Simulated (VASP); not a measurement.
Wanted: the native input for a VASP 6.6.1 run.

```
Task                   : relaxation of cell and atoms
Functional             : LDA
Potentials or basis    : VASP PAW LDA potentials, release 64 (Si, C)
Cutoff                 : 600 eV
k mesh                 : 12 × 12 × 2
Occupations            : fermi-dirac, width 0.02 eV
Spin                   : no spin polarisation
Dipole correction      : no
Further INCAR settings : ALGO = Normal; EDIFF = 1e-07; IBRION = 2; EDIFFG = -0.005; NSW = 80; ISIF = 3
```

The structure of SiC lies in POSCAR:

```
SiC
1.0
    3.0940311569      0.0000000000      0.0000000000
   -1.5470155785      2.6795095819      0.0000000000
    0.0000000000      0.0000000000     10.1290649692
Si C
4 4
Direct
    0.0000000000      0.0000000000     -0.0001500102
    0.3333333333      0.6666666667      0.2499054349
    0.0000000000      0.0000000000      0.4998499898
    0.6666666667      0.3333333333      0.7499054349
    0.0000000000      0.0000000000      0.1873051258
    0.3333333333      0.6666666667      0.4379394496
    0.0000000000      0.0000000000      0.6873051258
    0.6666666667      0.3333333333      0.9379394496
```

These files were run (other wordings do the same):

INCAR

```
SYSTEM = SiC
  PREC = Accurate
  ENCUT = 600
  EDIFF = 1E-7
  ISMEAR = -1
  SIGMA = 0.02
  LREAL = .False.
  LASPH = .True.
  NELM = 60
  ALGO = Normal
  ISIF = 3
  LWAVE = .False.
  LCHARG = .False.
  GGA = CA
  IBRION = 2
  NSW = 80
  EDIFFG = -0.005
```

KPOINTS

```
regular mesh
0
Gamma
  12 12 2
  0 0 0
```

Potentials or basis: VASP PAW LDA potentials, release 64 (Si, C).

Launch:

```console
$ cat potpaw_LDA.64/Si/POTCAR potpaw_LDA.64/C/POTCAR > POTCAR
$ mpirun -np 1 vasp_std > vasp.out
```

It gave:

| Property | Result |
| --- | --- |
| Relaxed volume | 10.15 Å³/atom |
| Relaxed cell | a = 3.059 Å, b = 3.059 Å, c = 10.016 Å, α = 90.00°, β = 90.00°, γ = 120.00° |
| Space group after relaxing (to 0.05 Å) | P6_3mc (No. 186) |
| Energy gained by relaxing | 8.1 meV/atom |
| Ionic steps | 6 |
| Pressure after relaxing | 0.0 GPa |
| Band gap on the k mesh | 2.17 eV, indirect (least direct gap 3.30 eV) |

Wall time 4.2 min on 1 thread of Intel Xeon 6975P-C, with other jobs on the host, peak memory 0.24 GiB.
